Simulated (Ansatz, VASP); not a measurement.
# Sn3Se2S: VASP beside Ansatz

```
CELL_PARAMETERS angstrom
4.26293 0.00000 0.00000
-2.13147 3.69181 0.00000
0.00000 0.00000 10.44201
ATOMIC_POSITIONS crystal
Sn 0.00000 0.00000 0.00000
Sn 0.33333 0.66667 0.66667
Sn 0.66667 0.33333 0.33333
Se 0.66667 0.33333 0.83333
Se 0.33333 0.66667 0.16667
S 0.00000 0.00000 0.50000
```

Alike in both runs: task relaxation of cell and atoms; functional PBE; k mesh 6 × 6 × 2; occupations gaussian, width 0.1 eV; no spin polarisation.

|  | VASP | Ansatz |
| --- | --- | --- |
| version | VASP 6.6.1 | Ansatz 0.2.0 |
| potentials or method | VASP PAW PBE potentials, release 64 (Sn_d, Se, S), cutoff 600 eV | scalar-relativistic, plane waves, PAW |
| valence electrons in the cell | 60 | 80 |

```csv
,VASP,Ansatz,Ansatz less VASP
"gap on the k mesh at the Fermi level, each at its own relaxed structure (eV)",0.49,0.50,+0.018
relaxed volume (Å³/atom),26.81,26.78,-0.030
relaxed cell length with the largest relative difference (Å),10.378,10.342,-0.0364
```

VASP's potentials hold 60 valence electrons a cell and Ansatz's 80, so a difference there can come from the potentials and not from the codes.
